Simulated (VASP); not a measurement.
Write the native input for VASP 6.6.1 that does the following.

- Task: electric field gradients
- Functional: PBE
- Potentials or basis: VASP PAW PBE potentials, release 64 (Bi_d, S)
- Cutoff: 520 eV
- k mesh: 3 × 7 × 3
- Occupations: fermi-dirac, width 0.02 eV
- Spin: no spin polarisation
- Dipole correction: no
- Further INCAR settings: LREAL = Auto; ALGO = Normal; EDIFF = 1e-08; NBANDS = 112

The structure of Bi2S3 lies in POSCAR:

```
Bi2S3
1.0
   11.3160000000      0.0000000000      0.0000000000
    0.0000000000      3.9709000000      0.0000000000
    0.0000000000      0.0000000000     11.1780000000
Bi S
8 12
Direct
    0.4833900000      0.2500000000      0.3258100000
    0.0166100000      0.7500000000      0.8258100000
    0.9833900000      0.2500000000      0.1741900000
    0.5166100000      0.7500000000      0.6741900000
    0.3406900000      0.7500000000      0.0342900000
    0.1593100000      0.2500000000      0.5342900000
    0.8406900000      0.7500000000      0.4657100000
    0.6593100000      0.2500000000      0.9657100000
    0.2854000000      0.2500000000      0.1941000000
    0.2146000000      0.7500000000      0.6941000000
    0.7854000000      0.2500000000      0.3059000000
    0.7146000000      0.7500000000      0.8059000000
    0.5500000000      0.7500000000      0.1284000000
    0.9500000000      0.2500000000      0.6284000000
    0.0500000000      0.7500000000      0.3716000000
    0.4500000000      0.2500000000      0.8716000000
    0.3756000000      0.7500000000      0.4423000000
    0.1244000000      0.2500000000      0.9423000000
    0.8756000000      0.7500000000      0.0577000000
    0.6244000000      0.2500000000      0.5577000000
```

These files were run (other wordings do the same):

INCAR

```
SYSTEM = Bi2S3
PREC     = Accurate       ! precision mode
ENCUT    = 520            ! plane-wave cutoff, eV
EDIFF    = 1E-8           ! SCF threshold, eV
ISMEAR   = -1             ! smearing method
SIGMA    = 0.02           ! smearing width, eV
LREAL    = Auto         
LASPH    = .True.         ! aspherical terms in the spheres
NELM     = 60             ! most SCF steps
ALGO     = Normal         ! electronic algorithm
ISIF     = 2              ! what is computed and relaxed
LWAVE    = .False.        ! write WAVECAR
LCHARG   = .False.        ! write CHGCAR
GGA      = PE             ! functional
LEFG     = .True.       
NBANDS   = 112            ! bands
KPAR     = 4
```

KPOINTS

```
Automatic mesh
0
Gamma
  3 7 3
  0 0 0
```

Potentials or basis: VASP PAW PBE potentials, release 64 (Bi_d, S).

The run is started by

```console
$ cat potpaw_PBE.64/Bi_d/POTCAR potpaw_PBE.64/S/POTCAR > POTCAR
$ mpirun -np 4 vasp_std > vasp.out
```

It gave:

```json
{"Pressure": "2.2 GPa", "Largest force": "0.241 eV/Å", "Band gap on the k mesh": "1.44 eV (least direct gap 1.52 eV)", "Largest electric field gradient by atom": "Bi -107.6, -234.6 (each value once); S -27.1, +44.9, -92.2 (each value once) V/Å²"}
```

Caveat: without QUAD_EFG the Cq values of the log hold for a quadrupole moment of 1 mb, not for the nuclei; spin-orbit coupling is left out, which moves the levels of the heavy elements.

Wall time 4.7 min on 4 MPI ranks on Intel(R) Xeon(R) 6975P-C (Granite Rapids), with other jobs on the host, peak memory 0.8 GiB a rank.
